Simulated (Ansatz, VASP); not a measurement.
## Two plane-wave programs on Te2Mo

```
Te Mo
1.0
     3.56023    0.00000    0.00000
    -1.78012    3.08325    0.00000
     0.00000    0.00000   17.52406
Te Mo
2 1
Direct
  0.33333 0.66667 0.10214
  0.33333 0.66667 0.89786
  0.00000 0.00000 0.00000
```

Alike in both runs: task single point; functional r2SCAN; k mesh 9 × 9 × 2; occupations fermi-dirac, width 0.05 eV; no spin polarisation.

|  | VASP | Ansatz |
| --- | --- | --- |
| version | VASP 6.6.1 | Ansatz 0.2.0 |
| potentials or method | VASP PAW PBE potentials, release 64 (Te, Mo_sv) | Ansatz PAW |
| plane-wave cutoff (eV) | 520 | 500 |
| valence electrons in the cell | 26 | 46 |

|  | VASP | Ansatz | Ansatz less VASP |
| --- | --- | --- | --- |
| gap on the k mesh at the Fermi level (eV) | 1.13 | 1.12 | -0.001 |
| least direct gap on the mesh (eV) | 1.13 | 1.12 | -0.001 |
| rms of the force components (eV/Å) | 0.009 | 0.003 | -0.0058 |

VASP's potentials were made for PBE, not for r2SCAN. Atom by atom the forces differ by 0.013 eV/Å (rms over components). The functional is the same, so the differences come from potentials, cutoffs and numerics. VASP's potentials hold 26 valence electrons a cell and Ansatz's 46, so a difference there can come from the potentials and not from the codes.

Spin-orbit coupling is off throughout. Noted on Ansatz's run: odd divisions of the mesh miss points on the zone boundary, where band edges often lie, so the gap on the mesh can be too wide.
